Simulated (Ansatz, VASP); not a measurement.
One calculation of Au, two programs

```
CELL_PARAMETERS angstrom
2.74784 0.00000 0.00000
0.00000 2.74784 0.00000
0.00000 0.00000 2.74784
ATOMIC_POSITIONS crystal
Au 0.00000 0.00000 0.00000
```

Alike in both runs: task electric field gradients; functional PBE; k mesh 12 × 12 × 12; occupations fermi-dirac, width 0.08 eV; no spin polarisation.

```csv
,VASP,Ansatz
version,VASP 6.6.1,Ansatz 0.2.0
potentials or method,"VASP PAW PBE potentials, release 64 (Au)","PAW with Ansatz's default frozen-core files, scalar-relativistic"
plane-wave cutoff (eV),520,420
valence electrons in the cell,11,19
```

|  | VASP | Ansatz | Ansatz less VASP |
| --- | --- | --- | --- |
| pressure (GPa) | -0.2 | 0.0 | +0.16 |

VASP's potentials hold 11 valence electrons a cell and Ansatz's 19, so a difference there can come from the potentials and not from the codes.

Neither program's run includes spin-orbit coupling.
